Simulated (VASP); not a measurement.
Write the native input for VASP 6.6.1 that does the following.

```
Task                   : single point
Functional             : LDA
Potentials or basis    : VASP PAW LDA potentials, release 64 (Ge_d)
Cutoff                 : 520 eV
k mesh                 : 8 × 8 × 4
Occupations            : fermi-dirac, width 0.05 eV
Spin                   : no spin polarisation
Dipole correction      : no
Further INCAR settings : ALGO = Normal; EDIFF = 1e-07; NBANDS = 36
```

The structure of Ge lies in POSCAR:

```
Ge
1.0
    3.9159795603      0.0000000000      0.0000000000
   -1.9579897802      3.3913377800      0.0000000000
    0.0000000000      0.0000000000      6.4646589660
Ge
4
Direct
    0.3333333333      0.6666666667      0.9370987500
    0.6666666667      0.3333333333      0.4370987500
    0.3333333333      0.6666666667      0.5629012500
    0.6666666667      0.3333333333      0.0629012500
```

This isn't the form of Ge at room conditions, which is diamond.

The input as run:

INCAR

```
SYSTEM = Ge
PREC     = Accurate       ! precision mode
ENCUT    = 520            ! plane-wave cutoff, eV
EDIFF    = 1E-7           ! SCF threshold, eV
ISMEAR   = -1             ! smearing method
SIGMA    = 0.05           ! smearing width, eV
LREAL    = .False.        ! projectors in reciprocal space
LASPH    = .True.         ! aspherical terms in the spheres
NELM     = 60             ! most SCF steps
ALGO     = Normal         ! electronic algorithm
ISIF     = 2              ! what is computed and relaxed
LWAVE    = .False.        ! write WAVECAR
LCHARG   = .False.        ! write CHGCAR
NBANDS   = 36             ! bands
```

KPOINTS

```
Automatic mesh
0
Gamma
  8 8 4
  0 0 0
```

Potentials or basis: VASP PAW LDA potentials, release 64 (Ge_d).

The run is started by

```sh
$ cat potpaw_LDA.64/Ge_d/POTCAR > POTCAR
$ mpirun -np 1 vasp_std > vasp.out
```

It gave:

- Pressure: 2.7 GPa
- Largest force: 0.017 eV/Å
- Band gap on the k mesh: zero (filled and empty bands touch)

Caveat: semilocal functionals underestimate gaps, so a narrow gap can read as zero.

It took 2.1 min on 1 thread of Intel Xeon 8259CL (shared host), peak memory 0.2 GiB.
